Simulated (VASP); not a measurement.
# Ta (Im-3m) in VASP: notebook

The runs below take Ta through single point, with PBEsol.

Program: VASP 6.6.1. These are calculated values, not measurements. Logs are shortened: lines on timing, memory, paths and dates and some standing lists are left out, and cuts for length are marked.

## Step 1: The cell of the first run

It takes space group Im-3m (No. 229, cubic). The conventional cell has a = 3.346 Å, b = 3.346 Å, c = 3.346 Å, α = 90.00°, β = 90.00°, γ = 90.00°. Within 3.8 Å of Ta (site symmetry m-3m) lie 14 Ta at 2.90 to 3.35 Å.

## Step 2: Single point, PBEsol

Contents of INCAR:

```
SYSTEM = Ta
  PREC = Accurate
  ENCUT = 520
  EDIFF = 1E-7
  ISMEAR = -1
  SIGMA = 0.05
  LREAL = .FALSE.
  LASPH = .TRUE.
  NELM = 80
  ALGO = Normal
  ISIF = 2
  LWAVE = .FALSE.
  LCHARG = .FALSE.
  GGA = PS
  NBANDS = 12
```

Contents of KPOINTS:

```
regular mesh
0
G
  12 12 12
  0 0 0
```

Contents of POSCAR:

```
Ta
1.0
   -1.6730098603      1.6730098603      1.6730098603
    1.6730098603     -1.6730098603      1.6730098603
    1.6730098603      1.6730098603     -1.6730098603
Ta
1
Direct
    0.0000000000      0.0000000000      0.0000000000
```

Potentials or basis: VASP PAW PBE potentials, release 64 (Ta_pv).

Command:

```bash
$ cat potpaw_PBE.64/Ta_pv/POTCAR > POTCAR
$ mpirun -np 1 vasp_std > vasp.out
```

OUTCAR:

```text
SYSTEM = Ta
   PREC = Accurate
   ENCUT = 520
   EDIFF = 1E-7
   ISMEAR = -1
   LREAL = .FALSE.
   LASPH = .TRUE.
   NELM = 80
   ISIF = 2
   GGA = PS

 ion  position               nearest neighbor table
   1  0.000  0.000  0.000-

  LATTYP: Found a body centered cubic cell.
 ALAT       =     3.3460197206

  Lattice vectors:

 A1 = (  -1.6730098603,   1.6730098603,   1.6730098603)
 A2 = (   1.6730098603,  -1.6730098603,   1.6730098603)
 A3 = (   1.6730098603,   1.6730098603,  -1.6730098603)

Analysis of symmetry for initial positions (statically):
=====================================================================
 Subroutine PRICEL returns:
 Original cell was already a primitive cell.

 Routine SETGRP: Setting up the symmetry group for a
 body centered cubic supercell.

 Subroutine GETGRP returns: Found 48 space group operations
 (whereof 48 operations were pure point group operations)
 out of a pool of 48 trial point group operations.

The static configuration has the point symmetry O_h .

Analysis of symmetry for dynamics (positions and initial velocities):
=====================================================================
 Subroutine PRICEL returns:
 Original cell was already a primitive cell.

 Routine SETGRP: Setting up the symmetry group for a
 body centered cubic supercell.

 Subroutine GETGRP returns: Found 48 space group operations
 (whereof 48 operations were pure point group operations)
 out of a pool of 48 trial point group operations.

The dynamic configuration has the point symmetry O_h .

 Subroutine INISYM returns: Found 48 space group operations
 (whereof 48 operations are pure point group operations),
 and found     1 'primitive' translations

----------------------------------------------------------------------------------------

                                     Primitive cell

  volume of cell :      18.7308

  direct lattice vectors                    reciprocal lattice vectors
    -1.673009860  1.673009860  1.673009860     0.000000000  0.298862554  0.298862554
     1.673009860 -1.673009860  1.673009860     0.298862554  0.000000000  0.298862554
     1.673009860  1.673009860 -1.673009860     0.298862554  0.298862554  0.000000000

  length of vectors
     2.897738080  2.897738080  2.897738080     0.422655477  0.422655477  0.422655477

  position of ions in fractional coordinates (direct lattice)
[... 82 lines left out ...]
   NFREE  =      0    steps in history (QN), initial steepest desc. (CG)
   ISIF   =      2    stress and relaxation
   ISYM   =      2    0-nonsym 1-usesym 2-fastsym
   POTIM  = 0.5000    time-step for ionic-motion
   TEBEG  =    0.0;   TEEND  =   0.0 temperature during run
   PSTRESS=    0.0 pullay stress
   NELECT =      11.0000    total number of electrons
   NUPDOWN=      -1.0000    fix difference up-down
   EMIN   =  10.00;   EMAX   =-10.00  energy-range for DOS
   EFERMI =   0.00;   METHOD = LEGACY
   ISMEAR =    -1;   SIGMA  =   0.05  broadening in eV -4-tet -1-fermi 0-gaus
   EFERMI_NEDOS =   21; number of points for ismear=-14 and -15
   IALGO  =     38    algorithm
   IMIX   =      4    mixing-type and parameters
     AMIX     =   0.40;   BMIX     =  1.00
     AMIX_MAG =   1.60;   BMIX_MAG =  1.00
  volume/ion in A,a.u.               =      18.73       126.40
  Fermi-wavevector in a.u.,A,eV,Ry     =   1.370947  2.590714 25.572079  1.879495
  Thomas-Fermi vector in A             =   2.496687
   LORBIT       =      0    0 simple, 1 ext, 2 COOP (PROOUT), +10 PAW based schemes
   GGA     = PS    functional components
   LHFCALC =     F    Hartree Fock is set to
   AEXX    =    0.0000 exact exchange contribution
   IVDW    =     0    specifies the selected vdW correction
   LEPSILON=     F    determine dielectric tensor
   LRPA    =     F    only Hartree local field effects (RPA)
 non-spin polarized calculation
  energy-cutoff  :      520.00
  volume of cell :       18.73
 maximum number of plane-waves:       531
 NGX is ok and might be reduce to    24
   NGX = 11   NGY = 11   NGZ = 11

 number of electron      10.9999999 magnetization

 Free energy of the ion-electron system (eV)
  ---------------------------------------------------
  ext. energy  EPLUGINS =         0.00000000
  ---------------------------------------------------
  free energy    TOTEN  =       -12.51230929 eV

  energy without entropy =      -12.49604005  energy(sigma->0) =      -12.50417467

 E-fermi :   4.9856     XC(G=0): -12.5280

 val. band max:        4.9818578278   @ k =   0.3333   0.0000   0.0000
 cond. band min:       5.0019767112   @ k =  -0.1667   0.2500   0.0833
 fundamental gap:      0.0201188834
 Fermi energy:         4.9855952216

 k-point     1 :       0.0000    0.0000    0.0000
  band No.  band energies     occupation
      1     -28.1637      2.00000
      2     -28.1637      2.00000
      3     -28.1637      2.00000
      4      -2.7663      2.00000
      5       5.7322      0.00000
      6       5.7322      0.00000
      7       5.7322      0.00000
      8       8.8629      0.00000
      9       8.8629      0.00000
     10      19.5442      0.00000
     11      19.8659      0.00000
     12      19.8659      0.00000
[... 331 lines left out ...]
 k-point    24 :       0.4167    0.0833    0.0833
  band No.  band energies     occupation
      1     -29.1321      2.00000
      2     -28.5484      2.00000
      3     -28.2381      2.00000
      4       1.3873      2.00000
      5       3.4890      2.00000
      6       5.8007      0.00000
      7       8.9618      0.00000
      8       9.7416      0.00000
      9      13.3939      0.00000
     10      14.9793      0.00000
     11      17.4369      0.00000
     12      19.5553      0.00000

 [... further k-points ...]

------------------------ aborting loop because EDIFF is reached ----------------------------------------

  FORCE on cell =-STRESS in cart. coord.  units (eV):
  Direction    XX          YY          ZZ          XY          YZ          ZX
  --------------------------------------------------------------------------------------
  -------------------------------------------------------------------------------------
  Total       -1.2941304     -1.2941304     -1.2941304     -0.0000000     -0.0000000      0.0000000
  in kB     -110.6963077   -110.6963077   -110.6963077     -0.0000000     -0.0000000      0.0000000
  external PRESSURE =    -110.6963077 kB  Pullay stress =       0.0000000 kB

 VOLUME and BASIS-vectors are now :
 -----------------------------------------------------------------------------
  energy-cutoff  :      520.00
  volume of cell :       18.73
      direct lattice vectors                 reciprocal lattice vectors
    -1.673009860  1.673009860  1.673009860     0.000000000  0.298862554  0.298862554
     1.673009860 -1.673009860  1.673009860     0.298862554  0.000000000  0.298862554
     1.673009860  1.673009860 -1.673009860     0.298862554  0.298862554  0.000000000

 POSITION                                       TOTAL-FORCE (eV/Angst)
 -----------------------------------------------------------------------------------
      0.00000      0.00000      0.00000         0.000000      0.000000     -0.000000
 -----------------------------------------------------------------------------------
    total drift:                               -0.000000      0.000000     -0.000000

  FREE ENERGIE OF THE ION-ELECTRON SYSTEM (eV)
  ---------------------------------------------------
  free  energy   TOTEN  =       -12.5123092945 eV

  energy  without entropy=      -12.4960400548  energy(sigma->0) =      -12.50417467
```

OSZICAR:

```text
N       E                     dE             d eps       ncg     rms          rms(c)
DAV:   1     0.600049672098E+02    0.60005E+02   -0.60809E+03  1728   0.865E+02
DAV:   2    -0.120117829443E+02   -0.72017E+02   -0.70066E+02  1932   0.241E+02
DAV:   3    -0.130571663190E+02   -0.10454E+01   -0.10382E+01  2028   0.275E+01
DAV:   4    -0.130599618239E+02   -0.27955E-02   -0.27952E-02  1960   0.159E+00
DAV:   5    -0.130599723050E+02   -0.10481E-04   -0.10481E-04  2064   0.923E-02    0.128E+01
DAV:   6    -0.126325397538E+02    0.42743E+00   -0.34451E-01  2068   0.616E+00    0.606E+00
DAV:   7    -0.125138952977E+02    0.11864E+00   -0.27878E-01  1972   0.508E+00    0.380E-01
DAV:   8    -0.125123917083E+02    0.15036E-02   -0.76976E-03  1916   0.791E-01    0.173E-01
DAV:   9    -0.125123131807E+02    0.78528E-04   -0.23598E-04  1996   0.155E-01    0.223E-02
DAV:  10    -0.125123092506E+02    0.39301E-05   -0.54252E-06  1984   0.231E-02    0.305E-03
DAV:  11    -0.125123092945E+02   -0.43949E-07   -0.24600E-07  1952   0.540E-03
   1 F= -.12512309E+02 E0= -.12504175E+02  d E =-.162692E-01
```

Wall time 15 s (1 thread of Intel Xeon 8259CL, shared host); peak memory 0.15 GiB.

What came out:

```
Free energy : -12.5123 eV
Pressure    : -11.1 GPa
```

Caveat: the PAW data sets were made with another functional, which shifts forces and pressure a little; spin-orbit coupling is left out, which moves the levels of the heavy elements.

## Step 3: Single point, PBEsol

This run uses another cell than the first one, of 19.45 Å³/atom, 1.038 times its volume.

Contents of INCAR:

```
PREC = Accurate ; ENCUT = 520
EDIFF = 1E-6 ; ISMEAR = -1
SIGMA = 0.05 ; LREAL = False
LASPH = True ; NELM = 80
ALGO = Normal ; ISIF = 2
LWAVE = False ; LCHARG = False
GGA = PS ; NBANDS = 12
```

Contents of KPOINTS:

```
regular mesh
0
Gamma
  12 12 12
```

Contents of POSCAR:

```
Ta
1.0
   -1.6941894487      1.6941894487      1.6941894487
    1.6941894487     -1.6941894487      1.6941894487
    1.6941894487      1.6941894487     -1.6941894487
Ta
1
Direct
    0.0000000000      0.0000000000      0.0000000000
```

Potentials or basis: VASP PAW PBE potentials, release 64 (Ta_pv).

Command:

```bash
$ cat potpaw_PBE.64/Ta_pv/POTCAR > POTCAR
$ mpirun -np 1 vasp_std > vasp.out
```

Wall time 16 s (1 thread of Intel Xeon 8259CL, shared host); peak memory 0.15 GiB.

It converged, with:

```yaml
Free_energy: -12.4500 eV
Pressure: -16.6 GPa
```

Levels at points of the mesh, in eV from the Fermi level:
| k point | band 2 | band 3 | band 4 | band 5 | band 6 | band 7 | band 8 | band 9 |
| --- | --- | --- | --- | --- | --- | --- | --- | --- |
| (0.00, 0.00, 0.00) | -33.30 | -33.30 | -7.60 | 0.74 | 0.74 | 0.74 | 3.74 | 3.74 |
| (0.50, 0.00, 0.00) | -33.60 | -33.31 | -4.03 | -1.32 | 1.32 | 3.58 | 4.52 | 7.10 |
| (0.50, 0.50, 0.50) | -33.95 | -33.95 | -3.35 | -3.35 | 6.25 | 6.25 | 6.25 | 8.02 |

Caveat: the PAW data sets were made with another functional, which shifts forces and pressure a little; spin-orbit coupling is left out, which moves the levels of the heavy elements.
